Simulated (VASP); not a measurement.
# HfB (I4mm) in VASP: notebook, part 2 of 3

VASP 6.6.1. Earlier steps stand in the parts before.

**3. Single point, PBE**

INCAR reads:

```
PREC = Accurate
ENCUT = 520
EDIFF = 1E-6
ISMEAR = 0
SIGMA = 0.15
LREAL = False
LASPH = True
NELM = 60
ALGO = Normal
ISIF = 2
LWAVE = False
LCHARG = True
GGA = PE
LELF = True
LVHAR = True
NBANDS = 14
```

KPOINTS reads:

```
regular mesh
0
Gamma
  18 18 18
```

POSCAR reads:

```
HfB
1.0
    0.0000000000      2.3100000000      2.3100000000
    2.3100000000      0.0000000000      2.3100000000
    2.3100000000      2.3100000000      0.0000000000
Hf B
1 1
Direct
    0.5000000000      0.5000000000      0.5000000000
   -0.0324675325     -0.0324675325      0.0324675325
```

Potentials or basis: VASP PAW PBE potentials, release 64 (Hf_pv, B).

The run is started by

```sh
> cat potpaw_PBE.64/Hf_pv/POTCAR potpaw_PBE.64/B/POTCAR > POTCAR
> mpirun -np 1 vasp_std > vasp.out
```

Run time: 2 min. Hardware: 1 thread of Intel Xeon 8259CL, shared host; peak memory 0.28 GiB.

Results (log left out):

```yaml
Free_energy: -17.0227 eV
Pressure: 32.3 GPa
Largest_force: 1.867 eV/Å
Band_gap_on_the_k_mesh: zero (an odd number of electrons rules out a gap without spin polarisation)
```

Forces in eV/Å, atoms in the order of the input:
```
Hf   0.000  0.000 -1.867
B    0.000  0.000  1.867
```

Stress tensor (GPa, compression positive):
```
29.80  0.00  0.00
 0.00 29.80  0.00
 0.00  0.00 37.36
```

Levels at points of the mesh, in eV from the Fermi level:
| k point | band 3 | band 4 | band 5 | band 6 | band 7 | band 8 | band 9 | band 10 | band 11 | band 12 |
| --- | --- | --- | --- | --- | --- | --- | --- | --- | --- | --- |
| (0.00, 0.00, 0.00) | -28.32 | -9.58 | 1.78 | 1.78 | 2.20 | 2.87 | 4.22 | 4.40 | 4.40 | 5.43 |
| (0.50, 0.00, 0.00) | -28.40 | -5.07 | -4.04 | -1.37 | -1.34 | 6.43 | 6.53 | 7.56 | 8.33 | 13.15 |
| (0.50, 0.50, 0.00) | -28.58 | -6.72 | -1.12 | -0.86 | 2.36 | 2.36 | 6.27 | 7.86 | 7.86 | 9.09 |
| (0.00, 0.50, 0.50) | -28.57 | -6.73 | -1.36 | -0.93 | 2.28 | 2.65 | 6.36 | 7.87 | 7.89 | 9.42 |

Caveat: the cell differs from its parent crystal (all B atoms moved +0.150 Å, as atom 2 towards its neighbour atom 1 (Hf) at 2.310 Å); the cell stands under pressure; spin-orbit coupling is left out, which moves the levels of the heavy elements; forces of over 1 eV/Å act on the atoms, so gaps and moduli don't describe the material at rest.

**4. Single point, PBE**

INCAR reads:

```
SYSTEM = HfB
  PREC = Accurate
  ENCUT = 520
  EDIFF = 1E-6
  ISMEAR = 0
  SIGMA = 0.15
  LREAL = .False.
  LASPH = .True.
  NELM = 80
  ALGO = Normal
  ISIF = 2
  LWAVE = .False.
  LCHARG = .False.
  GGA = PE
  NBANDS = 14
```

KPOINTS reads:

```
regular mesh
0
Gamma
  18 18 18
  0 0 0
```

Changes to POSCAR since step 3:

```diff
@@ -9,2 +9,2 @@
     0.5000000000      0.5000000000      0.5000000000
-   -0.0324675325     -0.0324675325      0.0324675325
+   -0.0378787879     -0.0378787879      0.0378787879
```

Potentials or basis: VASP PAW PBE potentials, release 64 (Hf_pv, B).

The run is started by

```sh
> cat potpaw_PBE.64/Hf_pv/POTCAR potpaw_PBE.64/B/POTCAR > POTCAR
> mpirun -np 1 vasp_std > vasp.out
```

OUTCAR:

```text
SYSTEM = HfB
   PREC = Accurate
   ENCUT = 520
   EDIFF = 1E-6
   ISMEAR = 0
   LREAL = .False.
   LASPH = .True.
   NELM = 80
   ISIF = 2
   GGA = PE

 ion  position               nearest neighbor table
   1  0.500  0.500  0.500-   2 2.13   2 2.32   2 2.32   2 2.32   2 2.32   2 2.49
   2  0.962  0.962  0.038-   1 2.13   1 2.32   1 2.32   1 2.32   1 2.32   1 2.49

  LATTYP: Found a face centered cubic cell.
 ALAT       =     4.6200000000

  Lattice vectors:

 A1 = (   0.0000000000,   2.3100000000,   2.3100000000)
 A2 = (   2.3100000000,   0.0000000000,   2.3100000000)
 A3 = (   2.3100000000,   2.3100000000,   0.0000000000)

Analysis of symmetry for initial positions (statically):
=====================================================================
 Subroutine PRICEL returns:
 Original cell was already a primitive cell.

 Routine SETGRP: Setting up the symmetry group for a
 face centered cubic supercell.

 Subroutine GETGRP returns: Found  8 space group operations
 (whereof  8 operations were pure point group operations)
 out of a pool of 48 trial point group operations.

The static configuration has the point symmetry C_4v.

Analysis of symmetry for dynamics (positions and initial velocities):
=====================================================================
 Subroutine PRICEL returns:
 Original cell was already a primitive cell.

 Routine SETGRP: Setting up the symmetry group for a
 face centered cubic supercell.

 Subroutine GETGRP returns: Found  8 space group operations
 (whereof  8 operations were pure point group operations)
 out of a pool of 48 trial point group operations.

The dynamic configuration has the point symmetry C_4v.

 Subroutine INISYM returns: Found  8 space group operations
 (whereof  8 operations are pure point group operations),
 and found     1 'primitive' translations

----------------------------------------------------------------------------------------

                                     Primitive cell

  volume of cell :      24.6528

  direct lattice vectors                    reciprocal lattice vectors
     0.000000000  2.310000000  2.310000000    -0.216450216  0.216450216  0.216450216
     2.310000000  0.000000000  2.310000000     0.216450216 -0.216450216  0.216450216
     2.310000000  2.310000000  0.000000000     0.216450216  0.216450216 -0.216450216

  length of vectors
     3.266833329  3.266833329  3.266833329     0.374902772  0.374902772  0.374902772

  position of ions in fractional coordinates (direct lattice)
     0.500000000  0.500000000  0.500000000
     0.962121212  0.962121212  0.037878788

  ion indices of the primitive-cell ions
   primitive index   ion index
                 1           1
                 2           2

----------------------------------------------------------------------------------------

 KPOINTS: regular mesh

Automatic generation of k-mesh.
 Grid dimensions read from file:
 generate k-points for:   18   18   18

 Generating k-lattice:

  Cartesian coordinates                     Fractional coordinates (reciprocal lattice)
    -0.012025012  0.012025012  0.012025012     0.055555556  0.000000000  0.000000000
     0.012025012 -0.012025012  0.012025012     0.000000000  0.055555556  0.000000000
     0.012025012  0.012025012 -0.012025012     0.000000000  0.000000000  0.055555556

  Length of vectors
     0.020827932  0.020827932  0.020827932

  Shift w.r.t. Gamma in fractional coordinates (k-lattice)
     0.000000000  0.000000000  0.000000000

 Subroutine IBZKPT returns following result:
 ===========================================

 Found    480 irreducible k-points:

 Following reciprocal coordinates:
            Coordinates               Weight
  0.000000  0.000000  0.000000      1.000000
  0.055556  0.000000  0.000000      8.000000
  0.111111  0.000000  0.000000      8.000000
  0.166667  0.000000  0.000000      8.000000
  0.222222  0.000000  0.000000      8.000000
  0.277778  0.000000  0.000000      8.000000
[... 16 lines left out ...]
  0.388889  0.055556  0.000000      8.000000
  0.000000  0.388889  0.055556     16.000000
 [... further k-points ...]
   k-points           NKPTS =    480   k-points in BZ     NKDIM =    480   number of bands    NBANDS=     14
   number of dos      NEDOS =    301   number of ions     NIONS =      2
   total plane-waves  NPLWV =  13824
   dimension x,y,z NGX =    24 NGY =   24 NGZ =   24
   dimension x,y,z NGXF=    48 NGYF=   48 NGZF=   48
   ions per type =               1   1
   NGX,Y,Z   is equivalent  to a cutoff of  12.21, 12.21, 12.21 a.u.
   NGXF,Y,Z  is equivalent  to a cutoff of  24.43, 24.43, 24.43 a.u.
 SYSTEM =  HfB
   PREC   = accura    normal or accurate (medium, high low for compatibility)
   ISTART =      0    job   : 0-new  1-cont  2-samecut
   ICHARG =      2    charge: 1-file 2-atom 10-const
   ISPIN  =      1    spin polarized calculation?
   LNONCOLLINEAR =      F non collinear calculations
   LSORBIT =      F    spin-orbit coupling
   LASPH  =      T    aspherical Exc in radial PAW
   ENCUT  =  520.0 eV  38.22 Ry    6.18 a.u.   6.07  6.07  6.07*2*pi/ulx,y,z
   NELM   =     80;   NELMIN=  2; NELMDL= -5     # of ELM steps
   EDIFF  = 0.1E-05   stopping-criterion for ELM
   LREAL  =      F    real-space projection
   EDIFFG = 0.1E-04   stopping-criterion for IOM
   NSW    =      0    number of steps for IOM
   IBRION =     -1    ionic relax: 0-MD 1-quasi-New 2-CG
   NFREE  =      0    steps in history (QN), initial steepest desc. (CG)
   ISIF   =      2    stress and relaxation
   ISYM   =      2    0-nonsym 1-usesym 2-fastsym
   POTIM  = 0.5000    time-step for ionic-motion
   TEBEG  =    0.0;   TEEND  =   0.0 temperature during run
   PSTRESS=    0.0 pullay stress
   NELECT =      13.0000    total number of electrons
   NUPDOWN=      -1.0000    fix difference up-down
   EMIN   =  10.00;   EMAX   =-10.00  energy-range for DOS
   EFERMI =   0.00;   METHOD = LEGACY
   ISMEAR =     0;   SIGMA  =   0.15  broadening in eV -4-tet -1-fermi 0-gaus
   EFERMI_NEDOS =   21; number of points for ismear=-14 and -15
   IALGO  =     38    algorithm
   IMIX   =      4    mixing-type and parameters
     AMIX     =   0.40;   BMIX     =  1.00
     AMIX_MAG =   1.60;   BMIX_MAG =  1.00
  volume/ion in A,a.u.               =      12.33        83.18
  Fermi-wavevector in a.u.,A,eV,Ry     =   1.322617  2.499383 23.800871  1.749315
  Thomas-Fermi vector in A             =   2.452285
   LORBIT       =      0    0 simple, 1 ext, 2 COOP (PROOUT), +10 PAW based schemes
   GGA     = PE    functional components
   LHFCALC =     F    Hartree Fock is set to
   AEXX    =    0.0000 exact exchange contribution
   IVDW    =     0    specifies the selected vdW correction
   LEPSILON=     F    determine dielectric tensor
   LRPA    =     F    only Hartree local field effects (RPA)
 non-spin polarized calculation
 Gauss-broadening in eV      SIGMA  =   0.15
  energy-cutoff  :      520.00
  volume of cell :       24.65
 maximum number of plane-waves:       680
   NGX = 13   NGY = 13   NGZ = 13

 number of electron      13.0000002 magnetization

 Free energy of the ion-electron system (eV)
  ---------------------------------------------------
  ext. energy  EPLUGINS =         0.00000000
  ---------------------------------------------------
  free energy    TOTEN  =       -16.97131609 eV

  energy without entropy =      -16.96009837  energy(sigma->0) =      -16.96570723

 E-fermi :   5.1512     XC(G=0): -12.2925

 val. band max:        5.1472666206   @ k =   0.4444   0.1111  -0.3333
 cond. band min:       5.1534174333   @ k =   0.2778   0.1667   0.0556
 fundamental gap:      0.0061508127
 Fermi energy:         5.1512414691

 k-point     1 :       0.0000    0.0000    0.0000
  band No.  band energies     occupation
      1     -23.2152      2.00000
      2     -23.1710      2.00000
      3     -23.1710      2.00000
      4      -4.4252      2.00000
      5       6.8145      0.00000
      6       6.8145      0.00000
      7       7.3514      0.00000
      8       7.8357      0.00000
      9       9.3730      0.00000
     10       9.6807      0.00000
     11       9.6807      0.00000
     12      10.8136      0.00000
     13      16.7318      0.00000
     14      18.0216      0.00000
[... 375 lines left out ...]
 k-point    24 :       0.0000    0.3889    0.0556
  band No.  band energies     occupation
      1     -23.8053      2.00000
      2     -23.2797      2.00000
      3     -23.2459      2.00000
      4      -1.2051      2.00000
      5       2.3284      2.00000
      6       4.0400      2.00000
      7       4.3496      2.00000
      8       9.9731      0.00000
      9      10.9484      0.00000
     10      11.4899      0.00000
     11      15.9410      0.00000
     12      17.2241      0.00000
     13      18.3943      0.00000
     14      20.3053      0.00000

 [... further k-points ...]
[... 5 lines left out ...]
  --------------------------------------------------------------------------------------
  -------------------------------------------------------------------------------------
  Total        4.5405706      4.5405706      6.1188867      0.0000000     -0.0000000      0.0000000
  in kB      295.0904023    295.0904023    397.6647147      0.0000000     -0.0000000      0.0000000
  external PRESSURE =     329.2818398 kB  Pullay stress =       0.0000000 kB

 VOLUME and BASIS-vectors are now :
 -----------------------------------------------------------------------------
  energy-cutoff  :      520.00
  volume of cell :       24.65
      direct lattice vectors                 reciprocal lattice vectors
     0.000000000  2.310000000  2.310000000    -0.216450216  0.216450216  0.216450216
     2.310000000  0.000000000  2.310000000     0.216450216 -0.216450216  0.216450216
     2.310000000  2.310000000  0.000000000     0.216450216  0.216450216 -0.216450216

 POSITION                                       TOTAL-FORCE (eV/Angst)
 -----------------------------------------------------------------------------------
      2.31000      2.31000      2.31000         0.000000      0.000000     -2.244465
      2.31000      2.31000      4.44500         0.000000      0.000000      2.244465
 -----------------------------------------------------------------------------------
    total drift:                                0.000000      0.000000     -0.000106

  FREE ENERGIE OF THE ION-ELECTRON SYSTEM (eV)
  ---------------------------------------------------
  free  energy   TOTEN  =       -16.9713160905 eV

  energy  without entropy=      -16.9600983691  energy(sigma->0) =      -16.96570723
```

OSZICAR:

```text
N       E                     dE             d eps       ncg     rms          rms(c)
DAV:   1     0.220661602575E+02    0.22066E+02   -0.67532E+03 13504   0.852E+02
DAV:   2    -0.176762927711E+02   -0.39742E+02   -0.37827E+02 16952   0.194E+02
DAV:   3    -0.186504297418E+02   -0.97414E+00   -0.96932E+00 16902   0.209E+01
DAV:   4    -0.186536691790E+02   -0.32394E-02   -0.32393E-02 15470   0.150E+00
DAV:   5    -0.186536856200E+02   -0.16441E-04   -0.16441E-04 17334   0.960E-02    0.667E+01
DAV:   6    -0.170406380422E+02    0.16130E+01   -0.27133E+00 16548   0.101E+01    0.419E+01
DAV:   7    -0.170034943031E+02    0.37144E-01   -0.82081E-01 18054   0.574E+00    0.970E+00
DAV:   8    -0.169711703737E+02    0.32324E-01   -0.10552E-01 14742   0.197E+00    0.112E+00
DAV:   9    -0.169713413081E+02   -0.17093E-03   -0.60944E-03 17358   0.542E-01    0.170E-01
DAV:  10    -0.169713180329E+02    0.23275E-04   -0.19272E-04 14646   0.939E-02    0.423E-02
DAV:  11    -0.169713159660E+02    0.20670E-05   -0.14969E-05 17052   0.268E-02    0.845E-03
DAV:  12    -0.169713160905E+02   -0.12459E-06   -0.56242E-07 11930   0.614E-03
   1 F= -.16971316E+02 E0= -.16965707E+02  d E =-.112177E-01
```

stdout:

```text
POSCAR found type information on POSCAR HfB
 POSCAR found :  2 types and       2 ions
 scaLAPACK will be used
 LDA part: xc-table for (Slater+PW92), standard interpolation
 POSCAR, INCAR and KPOINTS ok, starting setup
 FFT: planning ... GRIDC
 FFT: planning ... GRID_SOFT
 FFT: planning ... GRID
 WAVECAR not read
 entering main loop
```

Wall time 2.1 min (1 thread of Intel Xeon 8259CL, shared host); peak memory 0.28 GiB.

What came out:

```
Free energy            : -16.9713 eV
Pressure               : 32.9 GPa
Largest force          : 2.244 eV/Å
Band gap on the k mesh : zero (an odd number of electrons rules out a gap without spin polarisation)
```

Forces on the atoms (eV/Å):
```
Hf   0.000  0.000 -2.244
B    0.000  0.000  2.244
```

Stress tensor (GPa, compression positive):
```
29.51  0.00  0.00
 0.00 29.51  0.00
 0.00  0.00 39.77
```

Caveat: the cell differs from its parent crystal (all B atoms moved +0.175 Å, as atom 2 towards its neighbour atom 1 (Hf) at 2.310 Å); the cell stands under pressure; spin-orbit coupling is left out, which moves the levels of the heavy elements; forces of over 1 eV/Å act on the atoms, so gaps and moduli don't describe the material at rest.

(Part 2 of 3 ends here.)
